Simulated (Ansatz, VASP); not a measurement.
**One calculation of Ru3N, two programs**

```xyz
4
Lattice="3.5546 0.0000 0.0000 0.0000 3.5546 0.0000 0.0000 0.0000 3.5546" Properties=species:S:1:pos:R:3 pbc="T T T"
Ru    0.0000    1.7773    1.7773
Ru    1.7773    0.0000    1.7773
Ru    1.7773    1.7773    0.0000
N     0.0000    0.0000    0.0000
```

Alike in both runs: task relaxation of cell and atoms; functional PBE; k mesh 6 × 6 × 6; occupations gaussian, width 0.1 eV; no spin polarisation.

```csv
,VASP,Ansatz
version,VASP 6.6.1,Ansatz 0.2.0
potentials or method,"VASP PAW PBE potentials, release 64 (Ru_pv, N), cutoff 600 eV","scalar-relativistic, plane waves, PAW"
valence electrons in the cell,47,53
```

|  | VASP | Ansatz | Ansatz less VASP |
| --- | --- | --- | --- |
| gap on the k mesh at the Fermi level, each at its own relaxed structure (eV) | none | none | - |
| relaxed volume (Å³/atom) | 12.70 | 12.66 | -0.038 |
| relaxed cell length with the largest relative difference (Å) | 3.703 | 3.700 | -0.0037 |

A gap of «none» marks a metal or a gap that the smearing closes. VASP's potentials hold 47 valence electrons a cell and Ansatz's 53, so a difference there can come from the potentials and not from the codes.
